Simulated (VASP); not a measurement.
CoRu5:

```
Co Ru
1.0
     2.65941    0.00000    0.00000
    -1.32970    2.30311    0.00000
     0.00000    0.00000   12.62310
Co Ru
1 5
Direct
  0.66667 0.33333 0.50000
  0.33333 0.66667 0.00000
  0.33333 0.66667 0.33333
  0.33333 0.66667 0.66667
  0.66667 0.33333 0.16667
  0.66667 0.33333 0.83333
```

| Property | Result |
| --- | --- |
| Program | VASP 6.6.1 |
| Task | relaxation of cell and atoms |
| Functional | PBE |
| Potentials or basis | VASP PAW PBE potentials, release 64 (Co, Ru_pv) |
| Cutoff | 600 eV |
| k mesh | 6 × 6 × 2 |
| Occupations | gaussian, width 0.1 eV |
| Spin | collinear spin, ferromagnetic start |
| Starting moments | [3.0, 0.0, 0.0, 0.0, 0.0, 0.0] μB |

At the start: pressure 13.5 GPa; volume 12.89 Å³/atom.

Q: How do energy, volume and symmetry change on relaxing?

A: Over 8 steps the energy falls by 33.9 meV/atom and the volume is 13.37 Å³/atom (+3.8 %); space group P-6m2 (No. 187, to 0.1 Å) before and after; moment 1.32 μB per cell.

The path:
| step | energy change (eV) | largest force (eV/Å) | pressure (GPa) | volume (Å³) |
| --- | --- | --- | --- | --- |
| 1 | 0.0000 | 0.7173 | 13.49 | 77.32 |
| 2 | 0.6640 | 0.2675 | -25.09 | 90.09 |
| 3 | -0.1555 | 0.3537 | -1.38 | 80.94 |
| 4 | -0.1558 | 0.3659 | -0.89 | 80.79 |
| 5 | -0.1833 | 0.3265 | -0.33 | 80.53 |
| 6 | -0.1871 | 0.3035 | 0.01 | 80.41 |
| 7 | -0.2024 | 0.0753 | 0.02 | 80.27 |
| 8 | -0.2034 | 0.0045 | 0.06 | 80.22 |

Final structure:
```
Co Ru
1.0
     2.71020    0.00000    0.00000
    -1.35510    2.34711    0.00000
     0.00000    0.00000   12.61140
Co Ru
1 5
Direct
  0.66667 0.33333 0.50000
  0.33333 0.66667 0.00000
  0.33333 0.66667 0.33852
  0.33333 0.66667 0.66148
  0.66667 0.33333 0.17063
  0.66667 0.33333 0.82937
```

Caveat: the k points lie up to 0.45 Å⁻¹ apart in the final cell.
